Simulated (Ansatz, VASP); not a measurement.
# Two plane-wave programs on Ag

```
Ag
1.0
     0.00000    2.04310    2.19633
     2.04310    0.00000    2.19633
     2.04310    2.04310    0.00000
Ag
1
Cartesian
  0.0000 0.0000 0.0000
```

Change from the starting cell: strain +0.0750 x Voigt [0, 0, 1, 0, 0, 0], atoms carried along.

Alike in both runs: task single point; functional PBEsol; k mesh 20 × 20 × 20; occupations gaussian, width 0.15 eV; no spin polarisation.

|  | VASP | Ansatz |
| --- | --- | --- |
| version | VASP 6.6.1 | Ansatz 0.2.0 |
| potentials or method | VASP PAW PBE potentials, release 64 (Ag), cutoff 520 eV | scalar-relativistic, plane waves, PAW |
| valence electrons in the cell | 11 | 19 |

```csv
,VASP,Ansatz,Ansatz less VASP
gap on the k mesh at the Fermi level (eV),none,none,-
pressure (GPa),-8.6,-8.5,+0.05
"traceless stress, the component that is largest in VASP (GPa)",-1.80,-1.81,-0.010
```

VASP's potentials were made for PBE, not for PBEsol. A gap of «none» marks a metal or a gap that the smearing closes. VASP's potentials hold 11 valence electrons a cell and Ansatz's 19, so a difference there can come from the potentials and not from the codes.
